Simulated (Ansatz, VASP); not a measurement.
## LiF in VASP and in Ansatz

```
CELL_PARAMETERS angstrom
0.00000 1.98151 2.08059
1.98151 0.00000 2.08059
1.98151 1.98151 0.00000
ATOMIC_POSITIONS crystal
Li 0.00000 0.00000 0.00000
F 0.50000 0.50000 0.50000
```

Alike in both runs: task single point; functional LDA; k mesh 12 × 12 × 12; occupations gaussian, width 0.05 eV; no spin polarisation.

|  | VASP | Ansatz |
| --- | --- | --- |
| version | VASP 6.6.1 | Ansatz 0.2.0 |
| potentials or method | VASP PAW LDA potentials, release 64 (Li_sv, F), cutoff 520 eV | scalar-relativistic, plane waves, PAW |
| valence electrons in the cell | 10 | 10 |

Ansatz gave:

```
gap on the k mesh at the Fermi level (eV) : 8.77
least direct gap on the mesh (eV)         : 8.77
```

Question: What did VASP give for the same quantities?

Answer: gap on the k mesh at the Fermi level (eV): 8.76; least direct gap on the mesh (eV): 8.76.

LDA's correlation is that of Perdew and Zunger in VASP and of Perdew and Wang (1992) in Ansatz.

Noted on VASP's run: the cutoff is short for stress, so the pressure is rough.
